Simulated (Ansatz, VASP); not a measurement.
## BeS: VASP beside Ansatz

```
CELL_PARAMETERS angstrom
5.38034 0.00000 0.00000
0.00000 5.38034 0.00000
0.00000 0.00000 2.93720
ATOMIC_POSITIONS crystal
Be 0.66924 0.66924 0.50000
Be 0.16924 0.83076 0.25000
Be 0.33076 0.33076 0.00000
Be 0.83076 0.16924 0.75000
S 0.83076 0.83076 0.00000
S 0.33076 0.66924 0.75000
S 0.16924 0.16924 0.50000
S 0.66924 0.33076 0.25000
```

Alike in both runs: task single point; functional PBE; k mesh 4 × 4 × 6; occupations gaussian, width 0.1 eV; no spin polarisation.

```csv
,VASP,Ansatz
version,VASP 6.6.1,Ansatz 0.2.0
potentials or method,"VASP PAW PBE potentials, release 64 (Be, S), cutoff 520 eV","scalar-relativistic, plane waves, PAW"
valence electrons in the cell,32,32
```

Ansatz gave:

* gap on the k mesh at the Fermi level (eV): 1.16
* least direct gap on the mesh (eV): 2.90
* rms of the force components (eV/Å): 0.191

Q: Which values does VASP return?

A: gap on the k mesh at the Fermi level (eV): 1.15; least direct gap on the mesh (eV): 2.90; rms of the force components (eV/Å): 0.190.

Atom by atom the forces differ by 0.002 eV/Å (rms over components). The functional is the same, so the differences come from potentials, cutoffs and numerics.
